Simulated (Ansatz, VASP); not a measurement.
**ZnS: VASP beside Ansatz**

File INCAR:

```
SYSTEM = ZnS
ALGO     = Normal         ! electronic algorithm
EDIFF    = 1E-6           ! SCF threshold, eV
ENCUT    = 500            ! plane-wave cutoff, eV
GGA      = PE             ! functional
GGA_COMPAT= .False.      
ISIF     = 2              ! what is computed and relaxed
ISMEAR   = 0              ! smearing method
LASPH    = .True.         ! aspherical terms in the spheres
LCHARG   = .False.        ! write CHGCAR
LREAL    = .False.        ! projectors in reciprocal space
LWAVE    = .False.        ! write WAVECAR
NBANDS   = 16             ! bands
NELM     = 120            ! most SCF steps
PREC     = Accurate       ! precision mode
SIGMA    = 0.01           ! smearing width, eV
```

File KPOINTS:

```
k-points
0
Gamma
  4 4 4
  0 0 0
```

Contents of POSCAR:

```
ZnS
1.0
    0.0000000000      2.6497804200      2.6497804200
    2.6497804200      0.0000000000      2.6497804200
    2.6497804200      2.6497804200      0.0000000000
Zn S
1 1
Direct
    0.0000000000      0.0000000000      0.0000000000
    0.2500000000      0.2500000000      0.2500000000
```

Input for Ansatz:

```yaml
crystal:
  lattice:
    - [0.0, 2.64978042, 2.64978042]
    - [2.64978042, 0.0, 2.64978042]
    - [2.64978042, 2.64978042, 0.0]
  atoms:
    - { symbol: Zn, position: [0.0, 0.0, 0.0] }
    - { symbol: S, position: [0.25, 0.25, 0.25] }
basis:
  precision: f64
  xc_grid: 2
  ecutwfc: 700
  ecutrho_ratio: 4
kpoints:
  mp_grid: { grid: [4, 4, 4], shift: [0, 0, 0] }
hamiltonian:
  xc: pbe
  dispersion: none
  pseudopotentials:
    kind: paw
    azcp:
      S: "pseudopotentials/S.paw.azcp"
      Zn: "pseudopotentials/Zn.paw.azcp"
magnetization:
  spin_polarized: false
scf:
  lower_state_search: "off"
  max_iter: 200
  occupations: { method: fixed }
  convergence: { dr2_threshold: "1e-10 eV" }
output:
  forces: true
  stress: true
  eigenvalues: true
```

Alike in both runs: task single point; functional PBE; k mesh 4 × 4 × 4; no spin polarisation.

```csv
,VASP,Ansatz
version,VASP 6.6.1,Ansatz 0.2.0-dev
potentials or method,"VASP PAW PBE potentials, release 64 (Zn, S), cutoff 500 eV",hard PAW set made for 700 eV
occupations,"gaussian, width 0.01 eV",fixed
```

VASP gave:

| Item | Value |
| --- | --- |
| gap on the k mesh at the Fermi level (eV) | 2.37 |

Task: Estimate Ansatz's values.

Result: gap on the k mesh at the Fermi level (eV): 2.36.

The k mesh is coarse, so the values compare programs but aren't converged.
